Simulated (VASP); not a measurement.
Here is a VASP 6.6.1 calculation.

File INCAR:

```
SYSTEM = Pt
  ALGO = Normal
  EDIFF = 1E-6
  EDIFFG = -0.002
  ENCUT = 600
  GGA = PS
  IBRION = 2
  ISIF = 3
  ISMEAR = -1
  LASPH = .True.
  LCHARG = .False.
  LREAL = .False.
  LWAVE = .False.
  NELM = 60
  NSW = 100
  PREC = Accurate
  PSTRESS = 70.0
  SIGMA = 0.1
```

File KPOINTS:

```
k-points
0
Gamma
  24 24 24
  0 0 0
```

The input POSCAR:

```
Pt
1.0
    0.0000000000      1.9598939868      1.9598939868
    1.9598939868      0.0000000000      1.9598939868
    1.9598939868      1.9598939868      0.0000000000
Pt
1
Direct
    0.0000000000      0.0000000000      0.0000000000
```

Potentials or basis: VASP PAW PBE potentials, release 64 (Pt).

Run with:

```sh
$ cat potpaw_PBE.64/Pt/POTCAR > POTCAR
$ mpirun -np 1 vasp_std > vasp.out
```

Question: Estimate the relaxed volume.

Answer: 14.70 Å³/atom.

Question: What does it give for the relaxed cell?

Answer: a = 2.750 Å, b = 2.750 Å, c = 2.750 Å, α = 60.00°, β = 60.00°, γ = 60.00°.

Question: Estimate the space group after relaxing (to 0.1 Å).

Answer: Fm-3m (No. 225).

Question: What does it give for the band gap on the k mesh?

Answer: Zero (bands 5 and 6 overlap by 2.34 eV).

The path:
| step | energy change (eV) | largest force (eV/Å) | pressure (GPa) | volume (Å³) |
| --- | --- | --- | --- | --- |
| 1 | 0.0000 | 0.0000 | -0.32 | 15.06 |
| 2 | 0.1516 | 0.0000 | 37.71 | 13.61 |
| 3 | 0.0067 | 0.0000 | 6.75 | 14.71 |
| 4 | 0.0072 | 0.0000 | 6.96 | 14.70 |
| 5 | 0.0075 | 0.0000 | 7.13 | 14.69 |
| 6 | 0.0065 | 0.0000 | 6.67 | 14.72 |
| 7 | 0.0072 | 0.0000 | 6.98 | 14.70 |

Caveat: the cell is relaxed towards a set pressure, so the run minimises the enthalpy, not the energy; the PAW data sets were made with another functional, which shifts forces and pressure a little; spin-orbit coupling is left out, which moves the levels of the heavy elements.
